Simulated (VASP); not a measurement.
Set up this calculation in VASP 6.6.1, as the native input.

```
Task                   : relaxation of cell and atoms
Functional             : PBE
Potentials or basis    : VASP PAW PBE potentials, release 64 (Ru_pv, Pt)
Cutoff                 : 600 eV
k mesh                 : 12 × 12 × 18
Occupations            : gaussian, width 0.1 eV
Spin                   : no spin polarisation
Dipole correction      : no
Further INCAR settings : ALGO = Fast; EDIFF = 1e-06; IBRION = 2; EDIFFG = -0.01; NSW = 100; ISIF = 3
```

The structure of RuPt2 lies in POSCAR:

```
RuPt2
1.0
    4.6260990933      0.0000000000      0.0000000000
   -2.3130495467      4.0063193353      0.0000000000
    0.0000000000      0.0000000000      2.6397447368
Ru Pt
1 2
Direct
    0.0000000000      0.0000000000      0.0000000000
    0.3333333333      0.6666666667      0.0000000000
    0.6666666667      0.3333333333      0.0000000000
```

The cell was generated, and may not be a known phase.

One way to write it, as run:

INCAR

```
PREC     = Accurate       # precision mode
ENCUT    = 600            # plane-wave cutoff, eV
EDIFF    = 1E-6           # SCF threshold, eV
ISMEAR   = 0              # smearing method
SIGMA    = 0.1            # smearing width, eV
LREAL    = False          # projectors in reciprocal space
LASPH    = True           # aspherical terms in the spheres
NELM     = 80             # most SCF steps
ALGO     = Fast           # electronic algorithm
ISIF     = 3              # what is computed and relaxed
LWAVE    = False          # write WAVECAR
LCHARG   = False          # write CHGCAR
GGA      = PE             # functional
IBRION   = 2              # ionic algorithm
NSW      = 100            # ionic steps
EDIFFG   = -0.01          # ionic threshold
```

KPOINTS

```
regular mesh
0
Gamma
  12 12 18
```

Potentials or basis: VASP PAW PBE potentials, release 64 (Ru_pv, Pt).

Launch:

```sh
$ cat potpaw_PBE.64/Ru_pv/POTCAR potpaw_PBE.64/Pt/POTCAR > POTCAR
$ mpirun -np 1 vasp_std > vasp.out
```

It gave:

* Relaxed volume: 16.23 Å³/atom
* Relaxed cell: a = 4.643 Å, b = 4.643 Å, c = 2.607 Å, α = 90.00°, β = 90.00°, γ = 120.00°
* Space group after relaxing (to 0.1 Å): P6/mmm (No. 191)
* Energy gained by relaxing: 4.2 meV/atom
* Ionic steps: 6
* Pressure after relaxing: 0.0 GPa
* Band gap on the k mesh: zero (bands 17 and 18 overlap by 2.47 eV)

Caveat: spin-orbit coupling is left out, which moves the levels of the heavy elements.

Wall time 24 min on 1 thread of Intel Xeon 8259CL (shared host), peak memory 0.39 GiB.
